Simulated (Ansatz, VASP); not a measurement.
## Lu: VASP beside Ansatz

```
Lu
1.0
     0.00000    2.43690    2.43690
     2.43690    0.00000    2.43690
     2.43690    2.43690    0.00000
Lu
1
Direct
  0.00000 0.00000 0.00000
```

Alike in both runs: functional PBE; k mesh 15 × 15 × 15; occupations fermi-dirac, width 0.05 eV; no spin polarisation.

Ansatz relaxed the structure, and its values are those at the end. VASP's run is a single point on that final structure, the one shown.

|  | VASP | Ansatz |
| --- | --- | --- |
| version | VASP 6.6.1 | Ansatz 0.2.0 |
| potentials or method | VASP PAW PBE potentials, release 64 (Lu) | PAW with Ansatz's default frozen-core files, scalar-relativistic |
| plane-wave cutoff (eV) | 520 | 420 |
| valence electrons in the cell | 25 | 25 |

Ansatz gave:

```
pressure (GPa) : 0.0
```

Question: What did VASP give for the same quantities?

Answer: Pressure (GPa): 0.2.

Spin-orbit coupling is off throughout.
